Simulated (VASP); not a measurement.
Set up this calculation in VASP 6.6.1, as the native input.

```
Task                   : single point
Functional             : PBE
Potentials or basis    : VASP PAW PBE potentials, release 64 (Ta_pv)
Cutoff                 : 520 eV
k mesh                 : 22 × 22 × 22
Occupations            : gaussian, width 0.15 eV
Spin                   : no spin polarisation
Dipole correction      : no
Further INCAR settings : ALGO = Fast; EDIFF = 1e-07; NBANDS = 12
```

The structure of Ta lies in POSCAR:

```
Ta
1.0
   -2.0299059403      1.6720501819      1.6720501819
    1.6720501819     -2.0299059403      1.6720501819
    1.6720501819      1.6720501819     -2.0299059403
Ta
1
Direct
    0.0000000000      0.0000000000      0.0000000000
```

This cell differs from its parent crystal: ratio of the length along [111] to the lengths across it x 0.71, volume and fractional coordinates fixed.

These files were run (other wordings do the same):

INCAR

```
ALGO     = Fast           # electronic algorithm
EDIFF    = 1E-7           # SCF threshold, eV
ENCUT    = 520            # plane-wave cutoff, eV
GGA      = PE             # functional
ISIF     = 2              # what is computed and relaxed
ISMEAR   = 0              # smearing method
LASPH    = T              # aspherical terms in the spheres
LCHARG   = F              # write CHGCAR
LREAL    = F              # projectors in reciprocal space
LWAVE    = F              # write WAVECAR
NBANDS   = 12             # bands
NELM     = 80             # most SCF steps
PREC     = Accurate       # precision mode
SIGMA    = 0.15           # smearing width, eV
```

KPOINTS

```
k-points
0
Gamma
  22 22 22
```

Potentials or basis: VASP PAW PBE potentials, release 64 (Ta_pv).

Command:

```bash
$ cat potpaw_PBE.64/Ta_pv/POTCAR > POTCAR
$ mpirun -np 1 vasp_std > vasp.out
```

Results of the run:

| Quantity | Value |
| --- | --- |
| Pressure | 27.0 GPa |
| Band gap on the k mesh | zero (an odd number of electrons rules out a gap without spin polarisation) |

Caveat: the cell stands under pressure; spin-orbit coupling is left out, which moves the levels of the heavy elements.

Run time: 72 s on 1 thread of Intel(R) Xeon(R) 6975P-C (Granite Rapids), with other jobs on the host, peak memory 0.32 GiB.
